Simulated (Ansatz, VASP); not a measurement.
# SiNi3, level by level in two programs

```xyz
4
Lattice="3.5420 0.0000 0.0000 0.0000 3.5420 0.0000 0.0000 0.0000 3.5420" Properties=species:S:1:pos:R:3 pbc="T T T"
Ni    1.7710    1.7710    0.0000
Ni    1.7710    0.0000    1.7710
Ni    0.0000    1.7710    1.7710
Si    0.0000    0.0000    0.0000
```

Single points on this cell with VASP 6.6.1 and Ansatz 0.2.0. Each row is one pair of runs. Alike in all rows: k mesh: 8 × 8 × 8; smearing: fermi-dirac, width 0.05 eV; Ansatz's potentials, cutoff: Ansatz PAW, 420 eV.

| level | spin | VASP's potentials, cutoff | gap on the k mesh at the Fermi level (eV), VASP | gap on the k mesh at the Fermi level (eV), Ansatz | pressure (GPa), VASP | pressure (GPa), Ansatz | net moment per atom (μB), VASP | net moment per atom (μB), Ansatz |
| --- | --- | --- | --- | --- | --- | --- | --- | --- |
| PBE | off | VASP PAW PBE potentials, release 64 (Ni, Si), 520 eV | none | none | -5.9 | -6.0 | - | - |
| PBE | collinear, typed start | VASP PAW PBE potentials, release 64 (Ni, Si), 520 eV | none | none | -5.9 | -6.0 | 0.00 | 0.00 |
| LDA | collinear, typed start | VASP PAW LDA potentials, release 64 (Ni, Si), 520 eV | ? | none | ? | -20.2 | ? | 0.00 |
| PBEsol | collinear, typed start | VASP PAW PBE potentials, release 64 (Ni, Si), 520 eV | none | none | -13.9 | -14.1 | 0.00 | 0.00 |

Problem. Fill in what VASP gave in row 3.

Solution. gap on the k mesh at the Fermi level (eV): none; pressure (GPa): -19.9; net moment per atom (μB): 0.00.

VASP's potentials hold 34 valence electrons a cell and Ansatz's 58, so a difference there can come from the potentials and not from the codes.

A gap of «none» marks a metal or a gap that the smearing closes.
